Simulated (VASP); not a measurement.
# Ga (P4_132) in VASP: a series of runs

The runs below take Ga through single point, relaxation of cell and atoms, with PBE.

Everything below comes from runs of VASP 6.6.1. Logs are shortened: lines on timing, memory, paths and dates and some standing lists are left out, and cuts for length are marked.

### 1 The cell of the first run

Symmetry: P4_132, No. 213, cubic system. The conventional cell has a = 4.224 Å, b = 4.224 Å, c = 4.224 Å, α = 90.00°, β = 90.00°, γ = 90.00°. Ga (site symmetry 32) has 6 Ga at 2.59 Å within 3.4 Å.

The cell was generated, and may not be a known phase.

### 2 Single point, PBE

Contents of INCAR:

```
PREC = Accurate
ENCUT = 520
EDIFF = 1E-6
ISMEAR = 0
SIGMA = 0.1
LREAL = F
LASPH = T
NELM = 60
ALGO = Normal
ISIF = 2
LWAVE = F
LCHARG = F
GGA = PE
NBANDS = 34
```

Contents of KPOINTS:

```
Automatic mesh
0
Gamma
  4 4 4
```

Contents of POSCAR:

```
Ga
1.0
    4.2235735100      0.0000000000      0.0000000000
    0.0000000000      4.2235735100      0.0000000000
    0.0000000000      0.0000000000      4.2235735100
Ga
4
Direct
    0.8750000000      0.1250000000      0.6250000000
    0.3750000000      0.3750000000      0.3750000000
    0.1250000000      0.6250000000      0.8750000000
    0.6250000000      0.8750000000      0.1250000000
```

Potentials or basis: VASP PAW PBE potentials, release 64 (Ga_d).

Command:

```console
$ cat potpaw_PBE.64/Ga_d/POTCAR > POTCAR
$ mpirun -np 1 vasp_std > vasp.out
```

OUTCAR:

```text
PREC = Accurate
   ENCUT = 520
   EDIFF = 1E-6
   ISMEAR = 0
   LREAL = F
   LASPH = T
   NELM = 60
   ISIF = 2
   GGA = PE

 ion  position               nearest neighbor table
   1  0.875  0.125  0.625-   2 2.59   3 2.59   3 2.59   2 2.59   4 2.59   4 2.59
   2  0.375  0.375  0.375-   1 2.59   4 2.59   4 2.59   1 2.59   3 2.59   3 2.59
   3  0.125  0.625  0.875-   1 2.59   4 2.59   1 2.59   4 2.59   2 2.59   2 2.59
   4  0.625  0.875  0.125-   2 2.59   3 2.59   2 2.59   3 2.59   1 2.59   1 2.59

  LATTYP: Found a simple cubic cell.
 ALAT       =     4.2235735100

  Lattice vectors:

 A1 = (   4.2235735100,   0.0000000000,   0.0000000000)
 A2 = (   0.0000000000,   4.2235735100,   0.0000000000)
 A3 = (   0.0000000000,   0.0000000000,   4.2235735100)

Analysis of symmetry for initial positions (statically):
=====================================================================
 Subroutine PRICEL returns:
 Original cell was already a primitive cell.

 Routine SETGRP: Setting up the symmetry group for a
 simple cubic supercell.

 Subroutine GETGRP returns: Found 24 space group operations
 (whereof  3 operations were pure point group operations)
 out of a pool of 48 trial point group operations.

The static configuration has the point symmetry C_3 .
 The point group associated with its full space group is O   .

Analysis of symmetry for dynamics (positions and initial velocities):
=====================================================================
 Subroutine PRICEL returns:
 Original cell was already a primitive cell.

 Routine SETGRP: Setting up the symmetry group for a
 simple cubic supercell.

 Subroutine GETGRP returns: Found 24 space group operations
 (whereof  3 operations were pure point group operations)
 out of a pool of 48 trial point group operations.

The dynamic configuration has the point symmetry C_3 .
 The point group associated with its full space group is O   .

 Subroutine INISYM returns: Found 24 space group operations
 (whereof  3 operations are pure point group operations),
 and found     1 'primitive' translations

----------------------------------------------------------------------------------------

                                     Primitive cell

  volume of cell :      75.3425

  direct lattice vectors                    reciprocal lattice vectors
     4.223573510  0.000000000  0.000000000     0.236766330  0.000000000  0.000000000
     0.000000000  4.223573510  0.000000000     0.000000000  0.236766330  0.000000000
     0.000000000  0.000000000  4.223573510     0.000000000  0.000000000  0.236766330

  length of vectors
     4.223573510  4.223573510  4.223573510     0.236766330  0.236766330  0.236766330

  position of ions in fractional coordinates (direct lattice)
     0.875000000  0.125000000  0.625000000
     0.375000000  0.375000000  0.375000000
     0.125000000  0.625000000  0.875000000
     0.625000000  0.875000000  0.125000000

  ion indices of the primitive-cell ions
   primitive index   ion index
                 1           1
                 2           2
                 3           3
                 4           4

----------------------------------------------------------------------------------------

 KPOINTS: Automatic mesh

Automatic generation of k-mesh.
 Grid dimensions read from file:
 generate k-points for:    4    4    4

 Generating k-lattice:

  Cartesian coordinates                     Fractional coordinates (reciprocal lattice)
     0.059191583  0.000000000  0.000000000     0.250000000  0.000000000  0.000000000
     0.000000000  0.059191583  0.000000000     0.000000000  0.250000000  0.000000000
     0.000000000  0.000000000  0.059191583     0.000000000  0.000000000  0.250000000

  Length of vectors
     0.059191583  0.059191583  0.059191583

  Shift w.r.t. Gamma in fractional coordinates (k-lattice)
     0.000000000  0.000000000  0.000000000

 Subroutine IBZKPT returns following result:
 ===========================================

 Found     10 irreducible k-points:

 Following reciprocal coordinates:
            Coordinates               Weight
  0.000000  0.000000  0.000000      1.000000
  0.250000  0.000000  0.000000      6.000000
  0.500000  0.000000  0.000000      3.000000
  0.250000  0.250000  0.000000     12.000000
  0.500000  0.250000  0.000000     12.000000
  0.500000  0.500000  0.000000      3.000000
  0.250000  0.250000  0.250000      8.000000
  0.500000  0.250000  0.250000     12.000000
  0.500000  0.500000  0.250000      6.000000
  0.500000  0.500000  0.500000      1.000000
   k-points           NKPTS =     10   k-points in BZ     NKDIM =     10   number of bands    NBANDS=     34
   number of dos      NEDOS =    301   number of ions     NIONS =      4
   total plane-waves  NPLWV =  32768
   dimension x,y,z NGX =    32 NGY =   32 NGZ =   32
   dimension x,y,z NGXF=    64 NGYF=   64 NGZF=   64
   ions per type =               4
   NGX,Y,Z   is equivalent  to a cutoff of  12.60, 12.60, 12.60 a.u.
   NGXF,Y,Z  is equivalent  to a cutoff of  25.19, 25.19, 25.19 a.u.
 SYSTEM =  unknown system
   PREC   = accura    normal or accurate (medium, high low for compatibility)
   ISTART =      0    job   : 0-new  1-cont  2-samecut
   ICHARG =      2    charge: 1-file 2-atom 10-const
   ISPIN  =      1    spin polarized calculation?
   LNONCOLLINEAR =      F non collinear calculations
   LSORBIT =      F    spin-orbit coupling
   LASPH  =      T    aspherical Exc in radial PAW
   ENCUT  =  520.0 eV  38.22 Ry    6.18 a.u.   7.85  7.85  7.85*2*pi/ulx,y,z
   NELM   =     60;   NELMIN=  2; NELMDL= -5     # of ELM steps
   EDIFF  = 0.1E-05   stopping-criterion for ELM
   LREAL  =      F    real-space projection
   EDIFFG = 0.1E-04   stopping-criterion for IOM
   NSW    =      0    number of steps for IOM
   IBRION =     -1    ionic relax: 0-MD 1-quasi-New 2-CG
   NFREE  =      0    steps in history (QN), initial steepest desc. (CG)
   ISIF   =      2    stress and relaxation
   ISYM   =      2    0-nonsym 1-usesym 2-fastsym
   POTIM  = 0.5000    time-step for ionic-motion
   TEBEG  =    0.0;   TEEND  =   0.0 temperature during run
   PSTRESS=    0.0 pullay stress
   NELECT =      52.0000    total number of electrons
   NUPDOWN=      -1.0000    fix difference up-down
   EMIN   =  10.00;   EMAX   =-10.00  energy-range for DOS
   EFERMI =   0.00;   METHOD = LEGACY
   ISMEAR =     0;   SIGMA  =   0.10  broadening in eV -4-tet -1-fermi 0-gaus
   EFERMI_NEDOS =   21; number of points for ismear=-14 and -15
   IALGO  =     38    algorithm
   IMIX   =      4    mixing-type and parameters
     AMIX     =   0.40;   BMIX     =  1.00
     AMIX_MAG =   1.60;   BMIX_MAG =  1.00
  volume/ion in A,a.u.               =      18.84       127.11
  Fermi-wavevector in a.u.,A,eV,Ry     =   1.446758  2.733976 28.478472  2.093109
  Thomas-Fermi vector in A             =   2.564790
   LORBIT       =      0    0 simple, 1 ext, 2 COOP (PROOUT), +10 PAW based schemes
   GGA     = PE    functional components
   LHFCALC =     F    Hartree Fock is set to
   AEXX    =    0.0000 exact exchange contribution
   IVDW    =     0    specifies the selected vdW correction
   LEPSILON=     F    determine dielectric tensor
   LRPA    =     F    only Hartree local field effects (RPA)
 non-spin polarized calculation
 Gauss-broadening in eV      SIGMA  =   0.10
  energy-cutoff  :      520.00
  volume of cell :       75.34
 maximum number of plane-waves:      2048
 NGX is ok and might be reduce to    32
   NGX = 15   NGY = 15   NGZ = 15

 number of electron      51.9999966 magnetization

 Free energy of the ion-electron system (eV)
  ---------------------------------------------------
  ext. energy  EPLUGINS =         0.00000000
  ---------------------------------------------------
  free energy    TOTEN  =       -11.00632322 eV

  energy without entropy =      -10.98078870  energy(sigma->0) =      -10.99355596

 E-fermi :   4.9899     XC(G=0): -10.8695

 val. band max:        4.9585165626   @ k =   0.5000   0.2500   0.0000
 cond. band min:       5.1112071652   @ k =   0.2500   0.0000   0.0000
 fundamental gap:      0.1526906026
 Fermi energy:         4.9899435954

 k-point     1 :       0.0000    0.0000    0.0000
  band No.  band energies     occupation
      1      -9.9569      2.00000
      2      -9.9569      2.00000
      3      -9.9569      2.00000
      4      -9.7643      2.00000
      5      -9.7477      2.00000
      6      -9.7477      2.00000
[... 26 lines left out ...]
     33      11.6328      0.00000
     34      11.6328      0.00000

 k-point     2 :       0.2500    0.0000    0.0000
  band No.  band energies     occupation
      1      -9.9579      2.00000
      2      -9.9445      2.00000
      3      -9.9312      2.00000
      4      -9.8464      2.00000
      5      -9.8124      2.00000
      6      -9.7502      2.00000
[... 26 lines left out ...]
     33      12.5684      0.00000
     34      12.7437      0.00000

 k-point     3 :       0.5000    0.0000    0.0000
  band No.  band energies     occupation
      1      -9.9193      2.00000
      2      -9.9193      2.00000
      3      -9.9103      2.00000
      4      -9.9103      2.00000
      5      -9.8170      2.00000
      6      -9.8170      2.00000
[... 26 lines left out ...]
     33      14.1061      0.00000
     34      14.1308      0.00000
[... 186 lines left out ...]
 k-point     9 :       0.5000    0.5000    0.2500
  band No.  band energies     occupation
      1      -9.9139      2.00000
      2      -9.9139      2.00000
      3      -9.8868      2.00000
      4      -9.8868      2.00000
      5      -9.8333      2.00000
      6      -9.8333      2.00000
[... 26 lines left out ...]
     33      16.3024      0.00000
     34      16.4000      0.00000

 k-point    10 :       0.5000    0.5000    0.5000
  band No.  band energies     occupation
      1      -9.8659      2.00000
      2      -9.8659      2.00000
      3      -9.8659      2.00000
      4      -9.8659      2.00000
      5      -9.8393      2.00000
      6      -9.8393      2.00000
[... 26 lines left out ...]
     33      16.4447      0.00000
     34      16.4447      0.00000

------------------------ aborting loop because EDIFF is reached ----------------------------------------

  FORCE on cell =-STRESS in cart. coord.  units (eV):
  Direction    XX          YY          ZZ          XY          YZ          ZX
  --------------------------------------------------------------------------------------
  -------------------------------------------------------------------------------------
  Total        2.9892941      2.9892941      2.9892941      0.0000000     -0.0000000      0.0000000
  in kB       63.5680753     63.5680753     63.5680753      0.0000000     -0.0000000      0.0000000
  external PRESSURE =      63.5680753 kB  Pullay stress =       0.0000000 kB

 VOLUME and BASIS-vectors are now :
 -----------------------------------------------------------------------------
  energy-cutoff  :      520.00
  volume of cell :       75.34
      direct lattice vectors                 reciprocal lattice vectors
     4.223573510  0.000000000  0.000000000     0.236766330  0.000000000  0.000000000
     0.000000000  4.223573510  0.000000000     0.000000000  0.236766330  0.000000000
     0.000000000  0.000000000  4.223573510     0.000000000  0.000000000  0.236766330

 POSITION                                       TOTAL-FORCE (eV/Angst)
 -----------------------------------------------------------------------------------
      3.69563      0.52795      2.63973         0.000000     -0.000000      0.000000
      1.58384      1.58384      1.58384        -0.000000     -0.000000      0.000000
      0.52795      2.63973      3.69563        -0.000000      0.000000      0.000000
      2.63973      3.69563      0.52795         0.000000      0.000000      0.000000
 -----------------------------------------------------------------------------------
    total drift:                                0.000000      0.000000      0.000000

  FREE ENERGIE OF THE ION-ELECTRON SYSTEM (eV)
  ---------------------------------------------------
  free  energy   TOTEN  =       -11.0063232174 eV

  energy  without entropy=      -10.9807886991  energy(sigma->0) =      -10.99355596
```

Wall time 33 s (1 thread of AMD EPYC 7R13, shared host); peak memory 0.17 GiB.

What came out:

| Item | Value |
| --- | --- |
| Free energy | -11.0063 eV |
| Pressure | 6.4 GPa |
| Band gap on the k mesh | zero (bands 26 and 27 overlap by 3.16 eV) |

Caveat: the k points lie up to 0.37 Å⁻¹ apart, too coarse for converged energies and pressures of a metal.

### 3 Single point, PBE

This run uses another cell than the first one, of 20.75 Å³/atom.

Contents of INCAR:

```
  PREC = Accurate
  ENCUT = 520
  EDIFF = 1E-6
  ISMEAR = 0
  SIGMA = 0.1
  LREAL = False
  LASPH = True
  NELM = 60
  ALGO = Normal
  ISIF = 2
  LWAVE = False
  LCHARG = False
  GGA = PE
  NBANDS = 34
```

Contents of KPOINTS:

```
regular mesh
0
Gamma
  4 4 4
```

Contents of POSCAR:

```
Ga
1.0
    4.3617210936      0.0000000000      0.0000000000
    0.0000000000      4.3617210936      0.0000000000
    0.0000000000      0.0000000000      4.3617210936
Ga
4
Direct
    0.8750000000      0.1250000000      0.6250000000
    0.3750000000      0.3750000000      0.3750000000
    0.1250000000      0.6250000000      0.8750000000
    0.6250000000      0.8750000000      0.1250000000
```

Potentials or basis: VASP PAW PBE potentials, release 64 (Ga_d).

Command:

```console
$ cat potpaw_PBE.64/Ga_d/POTCAR > POTCAR
$ mpirun -np 1 vasp_std > vasp.out
```

It took 32 s on 1 thread of AMD EPYC 7R13, shared host; peak memory 0.17 GiB.

It converged, with:

* Free energy: -11.1547 eV
* Pressure: 0.4 GPa
* Band gap on the k mesh: zero (bands 26 and 27 overlap by 2.83 eV)

Levels at points of the mesh, in eV from the Fermi level:
```tsv
k point	band 23	band 24	band 25	band 26	band 27	band 28	band 29	band 30
(0.00, 0.00, 0.00)	-3.74	-3.74	-0.06	-0.06	-0.06	4.07	4.07	4.07
(0.50, 0.00, 0.00)	-1.68	-1.68	-0.32	-0.32	-0.04	-0.04	2.78	2.78
(0.50, 0.50, 0.00)	-5.47	-5.47	0.53	0.53	2.37	2.37	2.68	2.68
(0.50, 0.50, 0.50)	-5.52	-5.52	-2.30	-2.30	-2.30	-2.30	9.82	9.82
```

Caveat: the k points lie up to 0.36 Å⁻¹ apart, too coarse for converged energies and pressures of a metal.

### 4 Relaxation of cell and atoms, PBE

Contents of INCAR:

```
PREC     = Accurate       # precision mode
ENCUT    = 600            # plane-wave cutoff, eV
EDIFF    = 1E-7           # SCF threshold, eV
ISMEAR   = 0              # smearing method
SIGMA    = 0.1            # smearing width, eV
LREAL    = False          # projectors in reciprocal space
LASPH    = True           # aspherical terms in the spheres
NELM     = 60             # most SCF steps
ALGO     = Fast           # electronic algorithm
ISIF     = 3              # what is computed and relaxed
LWAVE    = False          # write WAVECAR
LCHARG   = False          # write CHGCAR
GGA      = PE             # functional
IBRION   = 2              # ionic algorithm
NSW      = 90             # ionic steps
EDIFFG   = -0.04          # ionic threshold
```

KPOINTS is that of step 3.

Contents of POSCAR:

```
Ga
1.0
    4.2235735100      0.0000000000      0.0000000000
    0.0000000000      4.2235735100      0.0000000000
    0.0000000000      0.0000000000      4.2235735100
Ga
4
Direct
    0.8750000000      0.1250000000      0.6250000000
    0.3750000000      0.3750000000      0.3750000000
    0.1250000000      0.6250000000      0.8750000000
    0.6250000000      0.8750000000      0.1250000000
```

Command:

```console
$ cat potpaw_PBE.64/Ga_d/POTCAR > POTCAR
$ mpirun -np 1 vasp_std > vasp.out
```

Wall time 1.9 min (1 thread of AMD EPYC 7R13, shared host); peak memory 0.21 GiB.

It converged, with:

| Quantity | Value |
| --- | --- |
| Free energy | -11.1527 eV |
| Relaxed volume | 20.96 Å³/atom |
| Relaxed cell | a = 4.377 Å, b = 4.377 Å, c = 4.377 Å, α = 90.00°, β = 90.00°, γ = 90.00° |
| Space group after relaxing (to 0.1 Å) | P4_132 (No. 213) |
| Energy gained by relaxing | 36.8 meV/atom |
| Ionic steps | 2 |
| Pressure after relaxing | -0.1 GPa |
| Band gap on the k mesh | zero (bands 26 and 27 overlap by 2.80 eV) |

The path:
| step | energy change (eV) | largest force (eV/Å) | pressure (GPa) | volume (Å³) |
| --- | --- | --- | --- | --- |
| 1 | 0.0000 | 0.0000 | 6.40 | 75.34 |
| 2 | -0.1471 | 0.0000 | -0.13 | 83.84 |

Final structure:
```
Ga
1.0
     4.37682    0.00000    0.00000
     0.00000    4.37682    0.00000
     0.00000    0.00000    4.37682
Ga
4
Direct
  0.87500 0.12500 0.62500
  0.37500 0.37500 0.37500
  0.12500 0.62500 0.87500
  0.62500 0.87500 0.12500
```

Levels at points of the mesh, in eV from the Fermi level:
```tsv
k point	band 22	band 23	band 24	band 25	band 26	band 27	band 28	band 29	band 30	band 31
(0.00, 0.00, 0.00)	-3.74	-3.74	-3.74	-0.05	-0.05	-0.05	4.00	4.00	4.01	5.45
(0.50, 0.00, 0.00)	-8.34	-1.70	-1.70	-0.34	-0.34	-0.04	-0.04	2.76	2.76	6.92
(0.50, 0.50, 0.00)	-7.06	-5.44	-5.44	0.52	0.52	2.35	2.35	2.64	2.64	3.76
(0.50, 0.50, 0.50)	-5.51	-5.51	-5.51	-2.28	-2.28	-2.28	-2.28	9.76	9.80	9.90
```

Caveat: the k points lie up to 0.36 Å⁻¹ apart in the final cell, too coarse for converged energies and pressures of a metal.

### 5 Single point, PBE

This run uses another cell than the first one, of 20.80 Å³/atom.

Contents of INCAR:

```
SYSTEM = Ga
PREC     = Accurate       ! precision mode
ENCUT    = 520            ! plane-wave cutoff, eV
EDIFF    = 1E-6           ! SCF threshold, eV
ISMEAR   = 0              ! smearing method
SIGMA    = 0.1            ! smearing width, eV
LREAL    = .FALSE.        ! projectors in reciprocal space
LASPH    = .TRUE.         ! aspherical terms in the spheres
NELM     = 80             ! most SCF steps
ALGO     = Fast           ! electronic algorithm
ISIF     = 2              ! what is computed and relaxed
LWAVE    = .FALSE.        ! write WAVECAR
LCHARG   = .FALSE.        ! write CHGCAR
GGA      = PE             ! functional
NBANDS   = 34             ! bands
```

Contents of KPOINTS:

```
Automatic mesh
0
G
  10 10 10
  0 0 0
```

Contents of POSCAR:

```
Ga
1.0
    4.3653200328      0.0000000000      0.0000000000
    0.0000000000      4.3653200328      0.0000000000
    0.0000000000      0.0000000000      4.3653200328
Ga
4
Direct
    0.8750000000      0.1250000000      0.6250000000
    0.3750000000      0.3750000000      0.3750000000
    0.1250000000      0.6250000000      0.8750000000
    0.6250000000      0.8750000000      0.1250000000
```

Command:

```console
$ cat potpaw_PBE.64/Ga_d/POTCAR > POTCAR
$ mpirun -np 1 vasp_std > vasp.out
```

It took 2.7 min on 1 thread of AMD EPYC 7R13, shared host; peak memory 0.25 GiB.

Results (log left out):

```yaml
Free_energy: -11.2441 eV
Pressure: 0.2 GPa
Band_gap_on_the_k_mesh: zero (bands 26 and 27 overlap by 2.84 eV)
```

Levels at points of the mesh, in eV from the Fermi level:
```tsv
k point	band 24	band 25	band 26	band 27	band 28	band 29
(0.00, 0.00, 0.00)	-3.89	-0.21	-0.21	-0.21	3.90	3.90
(0.50, 0.00, 0.00)	-1.83	-0.48	-0.48	-0.20	-0.20	2.62
(0.50, 0.50, 0.00)	-5.62	0.38	0.38	2.21	2.21	2.52
(0.50, 0.50, 0.50)	-5.67	-2.45	-2.45	-2.45	-2.45	9.65
```

### 6 Summary

```csv
task,cell,k mesh,cutoff (eV),gap on the mesh (eV),pressure (GPa)
single point,"a = 4.224 Å, 4 atoms",4 × 4 × 4,520,none,6.4
single point,"a = 4.362 Å, 4 atoms",4 × 4 × 4,520,none,0.4
relaxation of cell and atoms,"relaxed from a = 4.224 Å, 4 atoms",4 × 4 × 4,600,none,-0.1
single point,"a = 4.365 Å, 4 atoms",10 × 10 × 10,520,none,0.2
```

Alike in all rows: level PBE; potentials or basis VASP PAW PBE potentials, release 64 (Ga_d); no spin polarisation; smearing gaussian 0.1 eV.

Caveats: some runs use coarse meshes.

Absolute energies hang on the potentials; compare differences alone.

The gap in the log of VASP goes by the Fermi energy; the results here count the filled bands.